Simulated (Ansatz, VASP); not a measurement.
**One calculation of Zn, two programs**

```xyz
4
Lattice="2.5897 0.0000 0.0000 -1.2948 2.2427 0.0000 0.0000 0.0000 29.1183" Properties=species:S:1:pos:R:3 pbc="T T T"
Zn    1.9423    0.3738   11.0000
Zn   -0.6474    1.8690   13.4025
Zn    1.9423    0.3738   15.7158
Zn   -0.6474    1.8690   18.1183
```

Alike in both runs: task single point; functional PBEsol; k mesh 16 × 16 × 1; occupations fermi-dirac, width 0.1 eV; no spin polarisation.

|  | VASP | Ansatz |
| --- | --- | --- |
| version | VASP 6.6.1 | Ansatz 0.2.0 |
| potentials or method | VASP PAW PBE potentials, release 64 (Zn) | PAW with Ansatz's default frozen-core files, scalar-relativistic |
| plane-wave cutoff (eV) | 520 | 420 |
| valence electrons in the cell | 48 | 48 |

|  | VASP | Ansatz | Ansatz less VASP |
| --- | --- | --- | --- |
| rms of the force components (eV/Å) | 0.005 | 0.001 | -0.0045 |

VASP's potentials were made for PBE, not for PBEsol. Atom by atom the forces differ by 0.005 eV/Å (rms over components).
